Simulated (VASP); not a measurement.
# MgScF3 (Pm-3m) in VASP: notebook, part 3 of 3

VASP 6.6.1.

## (5) Single point, r2SCAN+U

This run uses another cell than the first one, of 12.86 Å³/atom, 1.021 times its volume.

File POSCAR:

```
MgScF3
1.0
    4.0061110778      0.0000000000      0.0000000000
    0.0000000000      4.0061110778      0.0000000000
    0.0000000000      0.0000000000      4.0061110778
Sc Mg F
1 1 3
Direct
    0.5000000000      0.5000000000      0.5000000000
    0.0000000000      0.0000000000      0.0000000000
    0.5000000000      0.0000000000      0.0000000000
    0.0000000000      0.5000000000      0.0000000000
    0.0000000000      0.0000000000      0.5000000000
```

File INCAR.step1:

```
SYSTEM = MgScF3
  PREC = Accurate
  ENCUT = 520
  ISMEAR = -1
  SIGMA = 0.1
  LREAL = .False.
  LASPH = .True.
  NELM = 150
  LMAXMIX = 4
  LDAU = .True.
  LDAUTYPE = 2
  LDAUL = 2 -1 -1
  LDAUU = 3 0 0
  LDAUJ = 0 0 0
  NBANDS = 25
  GGA = PE
  ALGO = Normal
  EDIFF = 1E-4
  LWAVE = .True.
  LCHARG = .False.
```

File INCAR.step2:

```
SYSTEM = MgScF3
  PREC = Accurate
  ENCUT = 520
  EDIFF = 1E-6
  ISMEAR = -1
  SIGMA = 0.1
  LREAL = .False.
  LASPH = .True.
  NELM = 150
  ALGO = Normal
  ISIF = 2
  LWAVE = .False.
  LCHARG = .False.
  LMAXMIX = 4
  LDAU = .True.
  LDAUTYPE = 2
  LDAUL = 2 -1 -1
  LDAUU = 3 0 0
  LDAUJ = 0 0 0
  LDAUPRINT = 1
  METAGGA = R2SCAN
  LMIXTAU = .True.
  NBANDS = 25
  ISTART = 1
```

File KPOINTS:

```
Automatic mesh
0
Gamma
  5 5 5
  0 0 0
```

Potentials or basis: VASP PAW PBE potentials, release 64 (Sc_sv, Mg, F).

On the command line:

```sh
$ cat potpaw_PBE.64/Sc_sv/POTCAR potpaw_PBE.64/Mg/POTCAR potpaw_PBE.64/F/POTCAR > POTCAR
$ cp INCAR.step1 INCAR
$ mpirun -np 1 vasp_std > vasp.out
$ cp INCAR.step2 INCAR
$ mpirun -np 1 vasp_std > vasp.out
```

OUTCAR:

```text
SYSTEM = MgScF3
   PREC = Accurate
   ENCUT = 520
   EDIFF = 1E-6
   ISMEAR = -1
   LREAL = .False.
   LASPH = .True.
   NELM = 150
   ISIF = 2
   METAGGA = R2SCAN
   ISTART = 1

 ion  position               nearest neighbor table
   1  0.500  0.500  0.500-   2 3.47   2 3.47   2 3.47   2 3.47   2 3.47   2 3.47   2 3.47   2 3.47

   2  0.000  0.000  0.000-   3 2.00   4 2.00   5 2.00   5 2.00   4 2.00   3 2.00   1 3.47   1 3.47
                             1 3.47   1 3.47   1 3.47   1 3.47   1 3.47   1 3.47
   3  0.500  0.000  0.000-   2 2.00   2 2.00
   4  0.000  0.500  0.000-   2 2.00   2 2.00
   5  0.000  0.000  0.500-   2 2.00   2 2.00

  LATTYP: Found a simple cubic cell.
 ALAT       =     4.0061110778

  Lattice vectors:

 A1 = (   4.0061110778,   0.0000000000,   0.0000000000)
 A2 = (   0.0000000000,   4.0061110778,   0.0000000000)
 A3 = (   0.0000000000,   0.0000000000,   4.0061110778)

Analysis of symmetry for initial positions (statically):
=====================================================================
 Subroutine PRICEL returns:
 Original cell was already a primitive cell.

 Routine SETGRP: Setting up the symmetry group for a
 simple cubic supercell.

 Subroutine GETGRP returns: Found 48 space group operations
 (whereof 48 operations were pure point group operations)
 out of a pool of 48 trial point group operations.

The static configuration has the point symmetry O_h .

Analysis of symmetry for dynamics (positions and initial velocities):
=====================================================================
 Subroutine PRICEL returns:
 Original cell was already a primitive cell.

 Routine SETGRP: Setting up the symmetry group for a
 simple cubic supercell.

 Subroutine GETGRP returns: Found 48 space group operations
 (whereof 48 operations were pure point group operations)
 out of a pool of 48 trial point group operations.

The dynamic configuration has the point symmetry O_h .

 Subroutine INISYM returns: Found 48 space group operations
 (whereof 48 operations are pure point group operations),
 and found     1 'primitive' translations

----------------------------------------------------------------------------------------

                                     Primitive cell

  volume of cell :      64.2938

  direct lattice vectors                    reciprocal lattice vectors
     4.006111078  0.000000000  0.000000000     0.249618640  0.000000000  0.000000000
     0.000000000  4.006111078  0.000000000     0.000000000  0.249618640  0.000000000
     0.000000000  0.000000000  4.006111078     0.000000000  0.000000000  0.249618640

  length of vectors
     4.006111078  4.006111078  4.006111078     0.249618640  0.249618640  0.249618640

[... 86 lines left out ...]
   ISMEAR =    -1;   SIGMA  =   0.10  broadening in eV -4-tet -1-fermi 0-gaus
   EFERMI_NEDOS =   21; number of points for ismear=-14 and -15
   IALGO  =     38    algorithm
   IMIX   =      4    mixing-type and parameters
     AMIX     =   0.40;   BMIX     =  1.00
     AMIX_MAG =   1.60;   BMIX_MAG =  1.00
  volume/ion in A,a.u.               =      12.86        86.78
  Fermi-wavevector in a.u.,A,eV,Ry     =   1.323868  2.501749 23.845945  1.752628
  Thomas-Fermi vector in A             =   2.453445
   LORBIT       =      0    0 simple, 1 ext, 2 COOP (PROOUT), +10 PAW based schemes
 LDA+U is selected, type is set to LDAUTYPE =  2
   angular momentum for each species LDAUL =     2   -1   -1
   U (eV)           for each species LDAUU =   3.0  0.0  0.0
   J (eV)           for each species LDAUJ =   0.0  0.0  0.0
   METAGGA = R2SCAN    functional components
   LHFCALC =     F    Hartree Fock is set to
   AEXX    =    0.0000 exact exchange contribution
   IVDW    =     0    specifies the selected vdW correction
   LEPSILON=     F    determine dielectric tensor
   LRPA    =     F    only Hartree local field effects (RPA)
 non-spin polarized calculation
  energy-cutoff  :      520.00
  volume of cell :       64.29
 maximum number of plane-waves:      1763
 NGX is ok and might be reduce to    30

atom =   1  type =  1  l = 2

 onsite density matrix

spin component  1

  0.0097 -0.0000 -0.0000 -0.0000  0.0000
 -0.0000  0.0097 -0.0000  0.0000 -0.0000
 -0.0000 -0.0000  0.2478 -0.0000  0.0000
 -0.0000  0.0000 -0.0000  0.0097 -0.0000
  0.0000 -0.0000  0.0000 -0.0000  0.2478

spin component  2

  0.0097 -0.0000 -0.0000 -0.0000  0.0000
 -0.0000  0.0097 -0.0000  0.0000 -0.0000
 -0.0000 -0.0000  0.2478 -0.0000  0.0000
 -0.0000  0.0000 -0.0000  0.0097 -0.0000
  0.0000 -0.0000  0.0000 -0.0000  0.2478

 occupancies and eigenvectors

  o =  0.0097  v =  1.0000  0.0000  0.0000  0.0000  0.0000  0.0000  0.0000  0.0000  0.0000  0.0000      0.0000  0.0000  0.0000  0.0000  0.0000  0.0000  0.0000  0.0000  0.0000  0.0000
  o =  0.0097  v =  0.0000  0.0000  0.0000  0.0000  0.0000  1.0000  0.0000  0.0000  0.0000  0.0000      0.0000  0.0000  0.0000  0.0000  0.0000  0.0000  0.0000  0.0000  0.0000  0.0000
  o =  0.0097  v =  0.0000  0.4899 -0.0000  0.8718  0.0000  0.0000  0.0000  0.0000  0.0000  0.0000      0.0000  0.0000  0.0000  0.0000  0.0000  0.0000  0.0000  0.0000  0.0000  0.0000
  o =  0.0097  v =  0.0000  0.0000  0.0000  0.0000  0.0000  0.0000  0.4899 -0.0000  0.8718  0.0000      0.0000  0.0000  0.0000  0.0000  0.0000  0.0000  0.0000  0.0000  0.0000  0.0000
  o =  0.0097  v =  0.0000  0.8718  0.0000 -0.4899  0.0000  0.0000  0.0000  0.0000  0.0000  0.0000      0.0000  0.0000  0.0000  0.0000  0.0000  0.0000  0.0000  0.0000  0.0000  0.0000
  o =  0.0097  v =  0.0000  0.0000  0.0000  0.0000  0.0000  0.0000  0.8718  0.0000 -0.4899  0.0000      0.0000  0.0000  0.0000  0.0000  0.0000  0.0000  0.0000  0.0000  0.0000  0.0000
  o =  0.2478  v =  0.0000  0.0000  0.0000  0.0000  0.0000  0.0000  0.0000  0.9987  0.0000 -0.0510      0.0000  0.0000  0.0000  0.0000  0.0000  0.0000  0.0000  0.0000  0.0000  0.0000
  o =  0.2478  v =  0.0000  0.0000  0.9987  0.0000 -0.0510  0.0000  0.0000  0.0000  0.0000  0.0000      0.0000  0.0000  0.0000  0.0000  0.0000  0.0000  0.0000  0.0000  0.0000  0.0000
  o =  0.2478  v =  0.0000  0.0000  0.0000  0.0000  0.0000  0.0000 -0.0000  0.0510  0.0000  0.9987      0.0000  0.0000  0.0000  0.0000  0.0000  0.0000  0.0000  0.0000  0.0000  0.0000
  o =  0.2478  v =  0.0000 -0.0000  0.0510  0.0000  0.9987  0.0000  0.0000  0.0000  0.0000  0.0000      0.0000  0.0000  0.0000  0.0000  0.0000  0.0000  0.0000  0.0000  0.0000  0.0000

 number of electron      33.9999968 magnetization

 Free energy of the ion-electron system (eV)
  ---------------------------------------------------
  ext. energy  EPLUGINS =         0.00000000
  ---------------------------------------------------
  free energy    TOTEN  =       -36.99912484 eV

  energy without entropy =      -36.88311317  energy(sigma->0) =      -36.94111900

 E-fermi :   6.5024     XC(G=0): -10.4834

 val. band max:        6.3965840116   @ k =   0.2000   0.2000   0.2000
 cond. band min:       6.5522308329   @ k =   0.4000   0.2000   0.0000
 fundamental gap:      0.1556468213
 Fermi energy:         6.5024126148

 k-point     1 :       0.0000    0.0000    0.0000
  band No.  band energies     occupation
      1     -47.5297      2.00000
      2     -25.2191      2.00000
      3     -25.2191      2.00000
      4     -25.2190      2.00000
      5     -22.9153      2.00000
      6     -22.2468      2.00000
[... 269 lines left out ...]
     24      11.5993      0.00000
     25      11.5993      0.00000

------------------------ aborting loop because EDIFF is reached ----------------------------------------

  FORCE on cell =-STRESS in cart. coord.  units (eV):
  Direction    XX          YY          ZZ          XY          YZ          ZX
  --------------------------------------------------------------------------------------
  -------------------------------------------------------------------------------------
  Total       -0.3019522     -0.3019522     -0.3019522     -0.0000000     -0.0000000      0.0000000
  in kB       -7.5245377     -7.5245377     -7.5245377     -0.0000000     -0.0000000      0.0000000
  external PRESSURE =      -7.5245377 kB  Pullay stress =       0.0000000 kB

 VOLUME and BASIS-vectors are now :
 -----------------------------------------------------------------------------
  energy-cutoff  :      520.00
  volume of cell :       64.29
      direct lattice vectors                 reciprocal lattice vectors
     4.006111078  0.000000000  0.000000000     0.249618640  0.000000000  0.000000000
     0.000000000  4.006111078  0.000000000     0.000000000  0.249618640  0.000000000
     0.000000000  0.000000000  4.006111078     0.000000000  0.000000000  0.249618640

 POSITION                                       TOTAL-FORCE (eV/Angst)
 -----------------------------------------------------------------------------------
      2.00306      2.00306      2.00306         0.000000      0.000000      0.000000
      0.00000      0.00000      0.00000         0.000000      0.000000      0.000000
      2.00306      0.00000      0.00000         0.000000      0.000000      0.000000
      0.00000      2.00306      0.00000         0.000000      0.000000      0.000000
      0.00000      0.00000      2.00306         0.000000      0.000000      0.000000
 -----------------------------------------------------------------------------------
    total drift:                                0.000000     -0.000000      0.000000

  FREE ENERGIE OF THE ION-ELECTRON SYSTEM (eV)
  ---------------------------------------------------
  free  energy   TOTEN  =       -36.9991248381 eV

  energy  without entropy=      -36.8831131696  energy(sigma->0) =      -36.94111900
```

Run time: 66 s. Hardware: 1 thread of Intel Xeon Platinum 8259CL at 2.50GHz (Skylake/Cascade Lake), shared host; peak memory 0.18 GiB.

What came out:

```
Free energy            : -36.9991 eV
Pressure               : -0.8 GPa
Band gap on the k mesh : zero (band 17 reaches 7.21 eV, above the bottom of band 18 at 5.70 eV)
```

Levels at points of the mesh, in eV from the Fermi level:
```csv
k point,band 14,band 15,band 16,band 17,band 18,band 19,band 20,band 21
"(0.00, 0.00, 0.00)",-8.58,-8.58,-8.58,-2.33,-0.81,-0.81,1.34,1.34
```

Eigenvalues of the final occupation matrices:
| site | spin | trace | eigenvalues |
| --- | --- | --- | --- |
| site 1 d | 1 | 0.52 | 0.01 0.01 0.01 0.25 0.25 |
| site 1 d | 2 | 0.52 | 0.01 0.01 0.01 0.25 0.25 |

Caveat: the PAW data sets were made with another functional, which shifts forces and pressure a little; U without spin polarisation on a metal has little footing.

## (6) The runs side by side

| level | U | cell | smearing | gap on the mesh (eV) | pressure (GPa) |
| --- | --- | --- | --- | --- | --- |
| r2SCAN | - | a = 3.979 Å, 5 atoms | fermi-dirac 0.1 eV | none | -0.6 |
| r2SCAN+U | Sc d U = 1.0 eV | a = 3.990 Å, 5 atoms | tetrahedron | none | -0.8 |
| r2SCAN+U | Sc d U = 3.0 eV | a = 4.006 Å, 5 atoms | fermi-dirac 0.1 eV | none | -0.8 |

Alike in all rows: task single point; potentials or basis VASP PAW PBE potentials, release 64 (Sc_sv, Mg, F); no spin polarisation; k mesh 5 × 5 × 5; cutoff (eV) 520.

Caveats: the PAW data sets were made with another functional, which shifts forces and pressure a little; U without spin polarisation on a metal has little footing (some runs).

Total energies depend on the potentials used, so only differences within one code and one set of settings carry meaning.
